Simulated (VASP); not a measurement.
Runs of VASP 6.6.1 on Ag. The structure is that of space group P6_3/mmc (No. 194), or close to it. The cells are those of the table. 

```csv
cell,gap on the mesh (eV),pressure (GPa)
"a = 2.930, b = 2.930, c = 4.610 Å, angles 90.0, 90.0, 120.0°, 2 atoms",none,-2.8
"a = 2.930, b = 2.930, c = 5.149 Å, angles 90.0, 90.0, 120.0°, 2 atoms",none,(c)
"a = 2.930, b = 2.930, c = 4.431 Å, angles 90.0, 90.0, 120.0°, 2 atoms",none,2.2
"a = 2.930, b = 2.930, c = 5.508 Å, angles 90.0, 90.0, 120.0°, 2 atoms",none,-12.0
"a = 2.930, b = 2.930, c = 4.251 Å, angles 90.0, 90.0, 120.0°, 2 atoms",none,9.5
"a = 2.930, b = 2.930, c = 5.329 Å, angles 90.0, 90.0, 120.0°, 2 atoms",none,(b)
"a = 2.930, b = 2.930, c = 4.072 Å, angles 90.0, 90.0, 120.0°, 2 atoms",none,19.6
"a = 2.930, b = 2.930, c = 4.970 Å, angles 90.0, 90.0, 120.0°, 2 atoms",none,(a)
```

Alike in all rows: task single point; level PBEsol; potentials or basis VASP PAW PBE potentials, release 64 (Ag); no spin polarisation; k mesh 18 × 18 × 10; cutoff (eV) 520; smearing gaussian 0.15 eV.

Estimate the missing entries.

(a) -8.8; (b) -11.5; (c) -10.5.

Caveats: the PAW data sets were made with another functional, which shifts forces and pressure a little.

A k mesh can miss the band edges, and the runs leave out spin-orbit coupling on Ag.

A gap of «none» marks levels without a gap at the run's occupations.
